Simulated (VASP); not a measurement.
# MgO in VASP: a series of runs

The runs below take MgO through single point, with r2SCAN.

All numbers are computed with VASP 6.6.1; they aren't measurements. Logs are shortened: lines on timing, memory, paths and dates and some standing lists are left out, and cuts for length are marked.

### 1 The cell of the first run

The structure is cubic, space group Fm-3m (No. 225). The conventional cell has a = 4.204 Å, b = 4.204 Å, c = 4.204 Å, α = 90.00°, β = 90.00°, γ = 90.00°. Within 2.8 Å of Mg (site symmetry m-3m) lie 6 O at 2.10 Å. Within 2.8 Å of O (site symmetry m-3m) lie 6 Mg at 2.10 Å.

### 2 Single point, r2SCAN

File POSCAR:

```
MgO
1.0
    2.1021675162      2.1021675162      0.0000000000
   -2.1021675162      2.1021675162      0.0000000000
    0.0000000000      2.1021675162      2.1021675162
Mg O
1 1
Direct
    0.0000000000      0.0000000000      0.0000000000
    0.5000000000      0.5000000000      0.0000000000
```

File INCAR.step1:

```
PREC = Accurate
ENCUT = 920
ISMEAR = -1
SIGMA = 0.08
LREAL = F
LASPH = T
NELM = 120
NBANDS = 15
GGA = PE
ALGO = Normal
EDIFF = 1E-5
LWAVE = T
LCHARG = F
GGA_COMPAT = F
```

File INCAR.step2:

```
PREC = Accurate
ENCUT = 920
EDIFF = 1E-6
ISMEAR = -1
SIGMA = 0.08
LREAL = F
LASPH = T
NELM = 120
ALGO = Normal
ISIF = 2
LWAVE = F
LCHARG = T
METAGGA = R2SCAN
LMIXTAU = T
LELF = T
LVHAR = T
NBANDS = 15
ISTART = 1
GGA_COMPAT = F
```

File KPOINTS:

```
regular mesh
0
Gamma
  14 14 14
```

Potentials or basis: VASP PAW PBE potentials, release 64 (Mg_sv, O).

Launch:

```console
cat potpaw_PBE.64/Mg_sv/POTCAR potpaw_PBE.64/O/POTCAR > POTCAR
cp INCAR.step1 INCAR
mpirun -np 1 vasp_std > vasp.out
cp INCAR.step2 INCAR
mpirun -np 1 vasp_std > vasp.out
```

OUTCAR:

```text
PREC = Accurate
   ENCUT = 920
   EDIFF = 1E-6
   ISMEAR = -1
   LREAL = F
   LASPH = T
   NELM = 120
   ISIF = 2
   METAGGA = R2SCAN
   ISTART = 1

 ion  position               nearest neighbor table
   1  0.000  0.000  0.000-   2 2.10   2 2.10   2 2.10   2 2.10   2 2.10   2 2.10
   2  0.500  0.500  0.000-   1 2.10   1 2.10   1 2.10   1 2.10   1 2.10   1 2.10

  LATTYP: Found a face centered cubic cell.
 ALAT       =     4.2043350324

  Lattice vectors:

 A1 = (   0.0000000000,   2.1021675162,   2.1021675162)
 A2 = (   2.1021675162,   0.0000000000,   2.1021675162)
 A3 = (   2.1021675162,   2.1021675162,   0.0000000000)

Analysis of symmetry for initial positions (statically):
=====================================================================
 Subroutine PRICEL returns:
 Original cell was already a primitive cell.

 Routine SETGRP: Setting up the symmetry group for a
 face centered cubic supercell.

 Subroutine GETGRP returns: Found 48 space group operations
 (whereof 48 operations were pure point group operations)
 out of a pool of 48 trial point group operations.

The static configuration has the point symmetry O_h .

Analysis of symmetry for dynamics (positions and initial velocities):
=====================================================================
 Subroutine PRICEL returns:
 Original cell was already a primitive cell.

 Routine SETGRP: Setting up the symmetry group for a
 face centered cubic supercell.

 Subroutine GETGRP returns: Found 48 space group operations
 (whereof 48 operations were pure point group operations)
 out of a pool of 48 trial point group operations.

The dynamic configuration has the point symmetry O_h .

 Subroutine INISYM returns: Found 48 space group operations
 (whereof 48 operations are pure point group operations),
 and found     1 'primitive' translations

----------------------------------------------------------------------------------------

                                     Primitive cell

  volume of cell :      18.5794

  direct lattice vectors                    reciprocal lattice vectors
     2.102167516  2.102167516  0.000000000     0.237849741  0.237849741 -0.237849741
    -2.102167516  2.102167516  0.000000000    -0.237849741  0.237849741 -0.237849741
     0.000000000  2.102167516  2.102167516     0.000000000  0.000000000  0.475699483

  length of vectors
     2.972913812  2.972913812  2.972913812     0.411967837  0.411967837  0.475699483

  position of ions in fractional coordinates (direct lattice)
     0.000000000  0.000000000  0.000000000
     0.500000000  0.500000000  0.000000000

  ion indices of the primitive-cell ions
   primitive index   ion index
                 1           1
                 2           2

----------------------------------------------------------------------------------------

 KPOINTS: regular mesh

Automatic generation of k-mesh.
 Grid dimensions read from file:
 generate k-points for:   14   14   14

 Generating k-lattice:

  Cartesian coordinates                     Fractional coordinates (reciprocal lattice)
     0.016989267  0.016989267 -0.016989267     0.071428571  0.000000000  0.000000000
    -0.016989267  0.016989267 -0.016989267     0.000000000  0.071428571  0.000000000
     0.000000000  0.000000000  0.033978534     0.000000000  0.000000000  0.071428571

  Length of vectors
     0.029426274  0.029426274  0.033978534

  Shift w.r.t. Gamma in fractional coordinates (k-lattice)
     0.000000000  0.000000000  0.000000000

 Subroutine IBZKPT returns following result:
 ===========================================

 Found    104 irreducible k-points:

 Following reciprocal coordinates:
            Coordinates               Weight
  0.000000  0.000000  0.000000      1.000000
  0.071429  0.000000  0.000000      8.000000
  0.142857  0.000000  0.000000      8.000000
  0.214286  0.000000  0.000000      8.000000
  0.285714  0.000000  0.000000      8.000000
  0.357143  0.000000  0.000000      8.000000
[... 16 lines left out ...]
  0.214286  0.142857  0.000000     24.000000
  0.285714  0.142857  0.000000     24.000000
 [... further k-points ...]
   k-points           NKPTS =    104   k-points in BZ     NKDIM =    104   number of bands    NBANDS=     15
   number of dos      NEDOS =    301   number of ions     NIONS =      2
   total plane-waves  NPLWV =  27000
   dimension x,y,z NGX =    30 NGY =   30 NGZ =   30
   dimension x,y,z NGXF=    60 NGYF=   60 NGZF=   60
   ions per type =               1   1
   NGX,Y,Z   is equivalent  to a cutoff of  16.78, 16.78, 16.78 a.u.
   NGXF,Y,Z  is equivalent  to a cutoff of  33.55, 33.55, 33.55 a.u.
 SYSTEM =  unknown system
   PREC   = accura    normal or accurate (medium, high low for compatibility)
   ISTART =      1    job   : 0-new  1-cont  2-samecut
   ICHARG =      0    charge: 1-file 2-atom 10-const
   ISPIN  =      1    spin polarized calculation?
   LNONCOLLINEAR =      F non collinear calculations
   LSORBIT =      F    spin-orbit coupling
   LASPH  =      T    aspherical Exc in radial PAW
   ENCUT  =  920.0 eV  67.62 Ry    8.22 a.u.   7.35  7.35  7.35*2*pi/ulx,y,z
   NELM   =    120;   NELMIN=  2; NELMDL=  0     # of ELM steps
   EDIFF  = 0.1E-05   stopping-criterion for ELM
   LREAL  =      F    real-space projection
   EDIFFG = 0.1E-04   stopping-criterion for IOM
   NSW    =      0    number of steps for IOM
   IBRION =     -1    ionic relax: 0-MD 1-quasi-New 2-CG
   NFREE  =      0    steps in history (QN), initial steepest desc. (CG)
   ISIF   =      2    stress and relaxation
   ISYM   =      2    0-nonsym 1-usesym 2-fastsym
   POTIM  = 0.5000    time-step for ionic-motion
   TEBEG  =    0.0;   TEEND  =   0.0 temperature during run
   PSTRESS=    0.0 pullay stress
   NELECT =      16.0000    total number of electrons
   NUPDOWN=      -1.0000    fix difference up-down
   EMIN   =  10.00;   EMAX   =-10.00  energy-range for DOS
   EFERMI =   0.00;   METHOD = LEGACY
   ISMEAR =    -1;   SIGMA  =   0.08  broadening in eV -4-tet -1-fermi 0-gaus
   EFERMI_NEDOS =   21; number of points for ismear=-14 and -15
   IALGO  =     38    algorithm
   IMIX   =      4    mixing-type and parameters
     AMIX     =   0.40;   BMIX     =  1.00
     AMIX_MAG =   1.60;   BMIX_MAG =  1.00
  volume/ion in A,a.u.               =       9.29        62.69
  Fermi-wavevector in a.u.,A,eV,Ry     =   1.557534  2.943312 33.006534  2.425912
  Thomas-Fermi vector in A             =   2.661170
   LORBIT       =      0    0 simple, 1 ext, 2 COOP (PROOUT), +10 PAW based schemes
   METAGGA = R2SCAN    functional components
   LHFCALC =     F    Hartree Fock is set to
   AEXX    =    0.0000 exact exchange contribution
   IVDW    =     0    specifies the selected vdW correction
   LEPSILON=     F    determine dielectric tensor
   LRPA    =     F    only Hartree local field effects (RPA)
 non-spin polarized calculation
  energy-cutoff  :      920.00
  volume of cell :       18.58
 maximum number of plane-waves:      1243
 NGX is ok and might be reduce to    30
   NGX = 15   NGY = 15   NGZ = 15

 number of electron      15.9999999 magnetization

 Free energy of the ion-electron system (eV)
  ---------------------------------------------------
  ext. energy  EPLUGINS =         0.00000000
  ---------------------------------------------------
  free energy    TOTEN  =       -16.15465355 eV

  energy without entropy =      -16.15465355  energy(sigma->0) =      -16.15465355

 E-fermi :   4.2509     XC(G=0): -12.0718

 val. band max:        2.5441854524   @ k =   0.0000   0.0000   0.0000
 cond. band min:       8.2453906564   @ k =   0.0000   0.0000   0.0000
 fundamental gap:      5.7012052040
 Fermi energy:         4.2509219748

 k-point     1 :       0.0000    0.0000    0.0000
  band No.  band energies     occupation
      1     -72.4067      2.00000
      2     -37.4925      2.00000
      3     -37.4925      2.00000
      4     -37.4925      2.00000
      5     -15.6710      2.00000
      6       2.5442      2.00000
      7       2.5442      2.00000
      8       2.5442      2.00000
      9       8.2454      0.00000
     10      19.4390      0.00000
     11      19.4390      0.00000
     12      19.4390      0.00000
     13      23.5609      0.00000
     14      25.3989      0.00000
     15      25.3989      0.00000

 k-point     2 :       0.0714    0.0000    0.0000
  band No.  band energies     occupation
      1     -72.4061      2.00000
      2     -37.4969      2.00000
      3     -37.4930      2.00000
      4     -37.4930      2.00000
      5     -15.6154      2.00000
      6       2.2057      2.00000
      7       2.5076      2.00000
      8       2.5076      2.00000
      9       8.5778      0.00000
     10      18.6854      0.00000
     11      19.5740      0.00000
     12      19.5740      0.00000
     13      24.5837      0.00000
     14      24.9911      0.00000
     15      24.9911      0.00000

 k-point     3 :       0.1429    0.0000    0.0000
  band No.  band energies     occupation
      1     -72.4049      2.00000
      2     -37.5091      2.00000
      3     -37.4941      2.00000
      4     -37.4941      2.00000
      5     -15.4560      2.00000
      6       1.3891      2.00000
      7       2.4070      2.00000
      8       2.4070      2.00000
      9       9.3606      0.00000
     10      17.4657      0.00000
     11      19.9223      0.00000
     12      19.9223      0.00000
     13      24.3297      0.00000
     14      24.3297      0.00000
     15      26.1695      0.00000
[... 343 lines left out ...]
 k-point    23 :       0.2143    0.1429    0.0000
  band No.  band energies     occupation
      1     -72.4009      2.00000
      2     -37.5408      2.00000
      3     -37.5084      2.00000
      4     -37.4960      2.00000
      5     -14.8926      2.00000
      6      -0.3375      2.00000
      7       1.5300      2.00000
      8       2.1567      2.00000
      9      11.4857      0.00000
     10      15.7257      0.00000
     11      19.4543      0.00000
     12      21.3014      0.00000
     13      22.3969      0.00000
     14      25.2591      0.00000
     15      28.3441      0.00000

 k-point    24 :       0.2857    0.1429    0.0000
  band No.  band energies     occupation
      1     -72.3993      2.00000
      2     -37.5552      2.00000
      3     -37.5114      2.00000
      4     -37.4983      2.00000
      5     -14.6374      2.00000
      6      -1.0040      2.00000
      7       1.2986      2.00000
      8       2.0033      2.00000
      9      12.0591      0.00000
     10      15.6927      0.00000
     11      18.9793      0.00000
     12      21.0212      0.00000
     13      23.5180      0.00000
     14      25.5544      0.00000
     15      28.1086      0.00000

 [... further k-points ...]

------------------------ aborting loop because EDIFF is reached ----------------------------------------

  FORCE on cell =-STRESS in cart. coord.  units (eV):
  Direction    XX          YY          ZZ          XY          YZ          ZX
  --------------------------------------------------------------------------------------
  -------------------------------------------------------------------------------------
  Total        0.0578466      0.0578466      0.0578466     -0.0000000     -0.0000000      0.0000000
  in kB        4.9883449      4.9883449      4.9883449     -0.0000000     -0.0000000      0.0000000
  external PRESSURE =       4.9883449 kB  Pullay stress =       0.0000000 kB

 VOLUME and BASIS-vectors are now :
 -----------------------------------------------------------------------------
  energy-cutoff  :      920.00
  volume of cell :       18.58
      direct lattice vectors                 reciprocal lattice vectors
     2.102167516  2.102167516  0.000000000     0.237849741  0.237849741 -0.237849741
    -2.102167516  2.102167516  0.000000000    -0.237849741  0.237849741 -0.237849741
     0.000000000  2.102167516  2.102167516     0.000000000  0.000000000  0.475699483

 POSITION                                       TOTAL-FORCE (eV/Angst)
 -----------------------------------------------------------------------------------
      0.00000      0.00000      0.00000        -0.000000      0.000000      0.000000
      0.00000      2.10217      0.00000         0.000000     -0.000000      0.000000
 -----------------------------------------------------------------------------------
    total drift:                               -0.000000      0.000000      0.000000

  FREE ENERGIE OF THE ION-ELECTRON SYSTEM (eV)
  ---------------------------------------------------
  free  energy   TOTEN  =       -16.1546535505 eV

  energy  without entropy=      -16.1546535505  energy(sigma->0) =      -16.15465355
```

Run time: 4.1 min. Hardware: 1 thread of Intel Xeon Platinum 8259CL at 2.50GHz (Skylake/Cascade Lake), shared host; peak memory 0.21 GiB.

Results:

- Free energy: -16.1547 eV
- Pressure: 0.5 GPa
- Band gap on the k mesh: 5.70 eV

Levels at points of the mesh, in eV from the valence-band top:
| k point | band 5 | band 6 | band 7 | band 8 | band 9 | band 10 | band 11 | band 12 |
| --- | --- | --- | --- | --- | --- | --- | --- | --- |
| (0.00, 0.00, 0.00) | -18.22 | 0.00 | 0.00 | 0.00 | 5.70 | 16.89 | 16.89 | 16.89 |
| (0.50, 0.00, 0.00) | -16.92 | -4.62 | -0.68 | -0.68 | 8.87 | 13.91 | 17.57 | 17.57 |
| (0.50, 0.50, 0.00) | -16.71 | -4.09 | -1.37 | -1.37 | 10.05 | 11.22 | 14.38 | 20.55 |

Caveat: the PAW data sets were made with another functional, which shifts forces and pressure a little.

### 3 Single point, r2SCAN (in-plane strain +0.02, then relaxed in part)

File POSCAR:

```
MgO
1.0
    2.1442108665      2.1442108665      0.0000000000
   -2.1442108665      2.1442108665      0.0000000000
    0.0000000000      2.1442108665      2.0779463653
Mg O
1 1
Direct
    0.0000000000      0.0000000000      0.0000000000
    0.5000000000      0.5000000000      0.0000000000
```

File INCAR.step1:

```
SYSTEM = MgO
PREC = Accurate
ENCUT = 920
ISMEAR = 0
SIGMA = 0.01
LREAL = .False.
LASPH = .True.
NELM = 120
NBANDS = 15
GGA = PE
ALGO = Normal
EDIFF = 1E-5
LWAVE = .True.
LCHARG = .False.
GGA_COMPAT = .False.
```

File INCAR.step2:

```
SYSTEM = MgO
PREC = Accurate
ENCUT = 920
EDIFF = 1E-6
ISMEAR = 0
SIGMA = 0.01
LREAL = .False.
LASPH = .True.
NELM = 120
ALGO = Normal
ISIF = 2
LWAVE = .False.
LCHARG = .True.
METAGGA = R2SCAN
LMIXTAU = .True.
LELF = .True.
LVHAR = .True.
NBANDS = 15
ISTART = 1
GGA_COMPAT = .False.
```

File KPOINTS:

```
regular mesh
0
Gamma
  10 10 10
  0 0 0
```

Potentials or basis: VASP PAW PBE potentials, release 64 (Mg_sv, O).

Launch:

```console
cat potpaw_PBE.64/Mg_sv/POTCAR potpaw_PBE.64/O/POTCAR > POTCAR
cp INCAR.step1 INCAR
mpirun -np 1 vasp_std > vasp.out
cp INCAR.step2 INCAR
mpirun -np 1 vasp_std > vasp.out
```

Run time: 3 min. Hardware: 1 thread of Intel Xeon Platinum 8488C (Sapphire Rapids), shared host; peak memory 0.21 GiB.

It converged, with:

```yaml
Free_energy: -16.1422 eV
Pressure: -3.5 GPa
Band_gap_on_the_k_mesh: 5.39 eV
```

Stress tensor (GPa, compression positive):
```
-5.53  0.00  0.00
 0.00 -5.53  0.00
 0.00  0.00  0.71
```

Levels at points of the mesh, in eV from the valence-band top:
| k point | band 6 | band 7 | band 8 | band 9 | band 10 | band 11 |
| --- | --- | --- | --- | --- | --- | --- |
| (0.00, 0.00, 0.00) | -0.07 | 0.00 | 0.00 | 5.39 | 16.61 | 16.61 |
| (0.50, 0.00, 0.00) | -4.52 | -0.71 | -0.65 | 8.65 | 13.54 | 16.90 |
| (0.50, 0.50, 0.00) | -4.04 | -1.41 | -1.22 | 10.11 | 10.90 | 13.90 |
| (0.00, 0.00, 0.50) | -3.93 | -1.45 | -1.45 | 9.77 | 10.87 | 14.32 |

Caveat: the cell differs from its parent crystal (in-plane strain +0.02, then relaxed in part); the stress differs along the axes, from -6 to 1 GPa; the PAW data sets were made with another functional, which shifts forces and pressure a little.

(Continued in part 2 of 2.)
